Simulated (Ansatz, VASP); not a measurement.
# CaO in VASP and in Ansatz

Contents of INCAR:

```
ALGO = Normal
EDIFF = 1E-7
ENCUT = 520
GGA = PS
ISIF = 2
ISMEAR = 0
LASPH = T
LCHARG = T
LELF = T
LREAL = F
LVHAR = T
LWAVE = F
NBANDS = 24
NELM = 60
PREC = Accurate
SIGMA = 0.05
```

File KPOINTS:

```
k-points
0
Gamma
  9 9 6
```

The input POSCAR:

```
CaO
1.0
    3.9320961871      0.0000000000      0.0000000000
   -1.9660480935      3.5090097624      0.0000000000
    0.0000000000      0.0000000000      4.7848400100
Ca O
2 2
Direct
    0.3333333333      0.6666666667      0.7500000000
    0.6666666667      0.3333333333      0.2500000000
    0.3333333333      0.6666666667      0.2500000000
    0.6666666667      0.3333333333      0.7500000000
```

Input for Ansatz:

```yaml
crystal:
  lattice:
    - [3.9320961871, 0.0, 0.0]
    - [-1.9660480935, 3.5090097624, 0.0]
    - [0.0, 0.0, 4.78484001]
  atoms:
    - { symbol: Ca, position: [0.3333333333, 0.6666666667, 0.75] }
    - { symbol: Ca, position: [0.6666666667, 0.3333333333, 0.25] }
    - { symbol: O, position: [0.3333333333, 0.6666666667, 0.25] }
    - { symbol: O, position: [0.6666666667, 0.3333333333, 0.75] }
basis:
  ecutwfc: 420
kpoints:
  mp_grid: { grid: [9, 9, 6] }
hamiltonian:
  xc: pbesol
scf:
  occupations: { method: gaussian, width: 0.05 }
output:
  forces: true
  stress: true
  eigenvalues: true
```

Change from the starting cell: strain -0.0150 x Voigt [1, -1, 0, 0, 0, 0], atoms carried along.

Alike in both runs: task single point; functional PBEsol; k mesh 9 × 9 × 6; occupations gaussian, width 0.05 eV; no spin polarisation.

|  | VASP | Ansatz |
| --- | --- | --- |
| version | VASP 6.6.1 | Ansatz 0.2.0 |
| potentials or method | VASP PAW PBE potentials, release 64 (Ca_sv, O), cutoff 520 eV | scalar-relativistic, plane waves, PAW |
| valence electrons in the cell | 32 | 32 |

|  | VASP | Ansatz | Ansatz less VASP |
| --- | --- | --- | --- |
| gap on the k mesh at the Fermi level (eV) | 3.03 | 3.05 | +0.012 |
| least direct gap on the mesh (eV) | 3.03 | 3.05 | +0.012 |
| pressure (GPa) | -1.8 | -2.3 | -0.49 |
| traceless stress, the component that is largest in VASP (GPa) | 1.26 | 1.24 | -0.013 |
| rms of the force components (eV/Å) | 0.086 | 0.081 | -0.0047 |

VASP's potentials were made for PBE, not for PBEsol. Atom by atom the forces differ by 0.005 eV/Å (rms over components).
